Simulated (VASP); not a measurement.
Wanted: the native input for a VASP 6.6.1 run.

| Property | Result |
| --- | --- |
| Task | relaxation of cell and atoms |
| Functional | PBE |
| Potentials or basis | VASP PAW PBE potentials, release 64 (Sr_sv, Zn) |
| Cutoff | 600 eV |
| k mesh | 4 × 4 × 4 |
| Occupations | fermi-dirac, width 0.15 eV |
| Spin | no spin polarisation |
| Target pressure | 30 GPa |
| Dipole correction | no |
| Further INCAR settings | ALGO = Normal; EDIFF = 1e-06; IBRION = 2; EDIFFG = -0.05; NSW = 80; ISIF = 3 |

The structure of Sr3Zn lies in POSCAR:

```
Sr3Zn
1.0
    5.4799420000      0.0000000000      0.0000000000
    0.0000000000      5.4799420000      0.0000000000
    0.0000000000      0.0000000000      5.4799420000
Sr Zn
3 1
Direct
    0.5000000000      0.0000000000      0.5000000000
    0.5000000000      0.5000000000      0.0000000000
    0.0000000000      0.5000000000      0.5000000000
    0.0000000000      0.0000000000      0.0000000000
```

These files were run (other wordings do the same):

INCAR

```
  ALGO = Normal
  EDIFF = 1E-6
  EDIFFG = -0.05
  ENCUT = 600
  GGA = PE
  IBRION = 2
  ISIF = 3
  ISMEAR = -1
  LASPH = T
  LCHARG = F
  LREAL = F
  LWAVE = F
  NELM = 60
  NSW = 80
  PREC = Accurate
  PSTRESS = 300.0
  SIGMA = 0.15
```

KPOINTS

```
k-points
0
Gamma
  4 4 4
```

Potentials or basis: VASP PAW PBE potentials, release 64 (Sr_sv, Zn).

Command:

```bash
$ cat potpaw_PBE.64/Sr_sv/POTCAR potpaw_PBE.64/Zn/POTCAR > POTCAR
$ mpirun -np 1 vasp_std > vasp.out
```

Results of the run:

| Item | Value |
| --- | --- |
| Relaxed volume | 21.32 Å³/atom |
| Relaxed cell | a = 4.401 Å, b = 4.401 Å, c = 4.401 Å, α = 90.00°, β = 90.00°, γ = 90.00° |
| Space group after relaxing (to 0.05 Å) | Pm-3m (No. 221) |
| Energy change on relaxing (the enthalpy is what falls) | +1110.6 meV/atom |
| Ionic steps | 5 |
| Pressure after relaxing | 30.1 GPa |
| Band gap on the k mesh | zero (band 21 reaches 5.21 eV, above the bottom of band 22 at 4.67 eV) |

Caveat: the cell is relaxed towards a set pressure, so the enthalpy falls and the energy may rise; the volume moved by over 15 % at a fixed basis, so the end points are rough.

It took 7.9 min on 1 thread of AMD EPYC 7R13 (shared host), peak memory 0.34 GiB.
